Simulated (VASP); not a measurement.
Input of a VASP 6.6.1 run:

Contents of INCAR:

```
SYSTEM = ReTeOs3
PREC     = Accurate       ! precision mode
ENCUT    = 520            ! plane-wave cutoff, eV
EDIFF    = 1E-7           ! SCF threshold, eV
ISMEAR   = 0              ! smearing method
SIGMA    = 0.1            ! smearing width, eV
LREAL    = .FALSE.        ! projectors in reciprocal space
LASPH    = .TRUE.         ! aspherical terms in the spheres
NELM     = 100            ! most SCF steps
ALGO     = Normal         ! electronic algorithm
ISIF     = 2              ! what is computed and relaxed
LWAVE    = .FALSE.        ! write WAVECAR
LCHARG   = .FALSE.        ! write CHGCAR
GGA      = PE             ! functional
NBANDS   = 26             ! bands
```

Contents of KPOINTS:

```
Automatic mesh
0
G
  4 4 4
  0 0 0
```

The input POSCAR:

```
ReTeOs3
1.0
    4.3062548900      0.0000000000      0.0000000000
    0.0000000000      4.3062548900      0.0000000000
    0.0000000000      0.0000000000      4.3062548900
Re Te Os
1 1 3
Direct
    0.5000000000      0.5000000000      0.5000000000
    0.0000000000      0.0000000000      0.0000000000
    0.5000000000      0.5000000000      0.0000000000
    0.0000000000      0.5000000000      0.5000000000
    0.5000000000      0.0000000000      0.5000000000
```

Potentials or basis: VASP PAW PBE potentials, release 64 (Re, Te, Os).

The run is started by

```bash
$ cat potpaw_PBE.64/Re/POTCAR potpaw_PBE.64/Te/POTCAR potpaw_PBE.64/Os/POTCAR > POTCAR
$ mpirun -np 1 vasp_std > vasp.out
```

Q: What does it give for the pressure?

A: 85.7 GPa.

Caveat: the k points lie up to 0.36 Å⁻¹ apart.
